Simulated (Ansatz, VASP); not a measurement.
Two plane-wave programs on Au

```xyz
1
Lattice="-1.6071 1.6071 1.6071 1.6071 -1.6071 1.6071 1.6071 1.6071 -1.6071" Properties=species:S:1:pos:R:3 pbc="T T T"
Au    0.0000    0.0000    0.0000
```

Alike in both runs: functional LDA; k mesh 18 × 18 × 18; occupations fermi-dirac, width 0.05 eV; no spin polarisation.

Ansatz relaxed the structure, and its values are those at the end. VASP's run is a single point on that final structure, the one shown.

|  | VASP | Ansatz |
| --- | --- | --- |
| version | VASP 6.6.1 | Ansatz 0.2.0 |
| potentials or method | VASP PAW LDA potentials, release 64 (Au) | PAW with Ansatz's default frozen-core files, scalar-relativistic |
| plane-wave cutoff (eV) | 520 | 420 |
| valence electrons in the cell | 11 | 19 |

```tsv
	VASP	Ansatz	Ansatz less VASP
pressure (GPa)	0.5	0.0	-0.49
```

LDA's correlation is that of Perdew and Zunger in VASP and of Perdew and Wang (1992) in Ansatz. VASP's potentials hold 11 valence electrons a cell and Ansatz's 19, so a difference there can come from the potentials and not from the codes.

Spin-orbit coupling is off throughout.
